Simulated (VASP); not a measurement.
A run of VASP 6.6.1 is set up as follows.

POSCAR

```
Re
1.0
    2.6841769438      0.0000000000      0.0000000000
   -1.3420884719      2.3245654216      0.0000000000
    0.0000000000      0.0000000000      4.3350492668
Re
2
Direct
    0.3333333333      0.6666666667      0.2500000000
    0.6666666667      0.3333333333      0.7500000000
```

The input INCAR.step1:

```
ALGO = Normal
EDIFF = 1E-4
ENCUT = 520
GGA = PE
ISMEAR = -1
LASPH = T
LCHARG = F
LREAL = F
LWAVE = T
NBANDS = 14
NELM = 60
PREC = Accurate
SIGMA = 0.1
```

Contents of INCAR.step2:

```
ALGO = Normal
EDIFF = 1E-6
ENCUT = 520
ISIF = 2
ISMEAR = -1
ISTART = 1
LASPH = T
LCHARG = F
LMIXTAU = T
LREAL = F
LWAVE = F
METAGGA = R2SCAN
NBANDS = 14
NELM = 60
PREC = Accurate
SIGMA = 0.1
```

File KPOINTS:

```
k-points
0
Gamma
  21 21 12
```

Potentials or basis: VASP PAW PBE potentials, release 64 (Re).

The run is started by

```bash
$ cat potpaw_PBE.64/Re/POTCAR > POTCAR
$ cp INCAR.step1 INCAR
$ mpirun -np 1 vasp_std > vasp.out
$ cp INCAR.step2 INCAR
$ mpirun -np 1 vasp_std > vasp.out
```

What does it give for the band gap on the k mesh?

Zero (bands 7 and 8 overlap by 3.87 eV).

Estimate the pressure.

39.7 GPa.

Stress tensor (GPa, compression positive):
```
39.57  0.00  0.00
 0.00 39.57  0.00
 0.00  0.00 39.85
```

Caveat: the cell stands under pressure; the PAW data sets were made with another functional, which shifts forces and pressure a little; spin-orbit coupling is left out, which moves the levels of the heavy elements.
